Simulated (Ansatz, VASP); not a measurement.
**One calculation of W, two programs**

```xyz
1
Lattice="-1.5921 1.5921 1.5921 1.5921 -1.5921 1.5921 1.5921 1.5921 -1.5921" Properties=species:S:1:pos:R:3 pbc="T T T"
W     0.0000    0.0000    0.0000
```

Alike in both runs: functional PBE; k mesh 17 × 17 × 17; occupations methfessel-paxton of order 1, width 0.1 eV; no spin polarisation.

Ansatz relaxed the structure, and its values are those at the end. VASP's run is a single point on that final structure, the one shown.

```csv
,VASP,Ansatz
version,VASP 6.6.1,Ansatz 0.2.0
potentials or method,"VASP PAW PBE potentials, release 64 (W_sv), cutoff 500 eV",plane-wave PAW DFT
valence electrons in the cell,14,14
```

|  | VASP | Ansatz | Ansatz less VASP |
| --- | --- | --- | --- |
| pressure (GPa) | 0.5 | 0.0 | -0.45 |

The functional is the same, so the differences come from potentials, cutoffs and numerics.

Neither program's run includes spin-orbit coupling.
